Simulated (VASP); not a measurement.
The system is NbP.

```
CELL_PARAMETERS angstrom
0.00000 3.32687 0.00000
3.32687 0.00000 0.00000
1.66343 1.66343 -5.69319
ATOMIC_POSITIONS crystal
Nb 0.00000 0.00000 0.00000
Nb 0.75000 0.25000 0.50000
P 0.50000 0.50000 0.00000
P 0.25000 0.75000 0.50000
```

| Property | Result |
| --- | --- |
| Program | VASP 6.6.1 |
| Task | relaxation of cell and atoms |
| Functional | PBE |
| Potentials or basis | VASP PAW PBE potentials, release 64 (Nb_sv, P) |
| Cutoff | 600 eV |
| k mesh | 6 × 6 × 6, shifted |
| Occupations | fermi-dirac, width 0.1 eV |
| Spin | no spin polarisation |

At the start: pressure 18.8 GPa; volume 15.75 Å³/atom.

Task: How do energy, volume and symmetry change on relaxing?

Result: Over 10 steps the energy falls by 224.5 meV/atom and the volume is 15.99 Å³/atom (+1.5 %); space group I4_1/amd (No. 141, to 0.1 Å) before and after.

Step by step:
```tsv
step	energy change (eV)	largest force (eV/Å)	pressure (GPa)	volume (Å³)
1	0.0000	0.0000	18.78	63.01
2	0.7972	0.0000	-24.45	80.33
3	-0.6955	0.0000	-6.53	69.33
4	-0.6999	0.0000	-5.25	68.88
5	-0.7000	0.0000	-4.90	68.77
6	-0.8779	0.0000	-1.42	65.23
7	-0.8967	0.0000	0.46	63.94
8	-0.8969	0.0000	0.74	63.76
9	-0.8964	0.0000	-1.00	64.24
10	-0.8978	0.0000	-0.01	63.97
```

Final structure:
```
CELL_PARAMETERS angstrom
0.00000 3.51858 0.00000
3.51858 0.00000 0.00000
1.75929 1.75929 -5.16721
ATOMIC_POSITIONS crystal
Nb 0.00000 0.00000 0.00000
Nb 0.75000 0.25000 0.50000
P 0.50000 0.50000 0.00000
P 0.25000 0.75000 0.50000
```
